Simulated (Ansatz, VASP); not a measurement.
# One calculation of TaW2, two programs

```xyz
3
Lattice="3.0349 0.0000 0.0000 -1.5175 2.6283 0.0000 0.0000 0.0000 6.4939" Properties=species:S:1:pos:R:3 pbc="T T T"
Ta    0.0000    0.0000    3.2469
W     0.0000    1.7522    1.0283
W     1.5175    0.8761    5.4656
```

Change from the starting cell: species swapped into the Mn2N type (P-3m1, No. 164).

Alike in both runs: functional PBE; k mesh 18 × 18 × 8; occupations gaussian, width 0.1 eV; no spin polarisation.

Ansatz relaxed the structure, and its values are those at the end. VASP's run is a single point on that final structure, the one shown.

|  | VASP | Ansatz |
| --- | --- | --- |
| version | VASP 6.6.1 | Ansatz 0.2.0 |
| potentials or method | VASP PAW PBE potentials, release 64 (Ta_pv, W_sv), cutoff 520 eV | scalar-relativistic, plane waves, PAW |
| valence electrons in the cell | 39 | 41 |

```tsv
	VASP	Ansatz	Ansatz less VASP
gap on the k mesh at the Fermi level (eV)	none	none	-
pressure (GPa)	0.4	0.0	-0.35
rms of the force components (eV/Å)	0.010	0.000	-0.0103
```

A gap of «none» marks a metal or a gap that the smearing closes. The functional is the same, so the differences come from potentials, cutoffs and numerics. VASP's potentials hold 39 valence electrons a cell and Ansatz's 41, so a difference there can come from the potentials and not from the codes.

Spin-orbit coupling is off throughout.
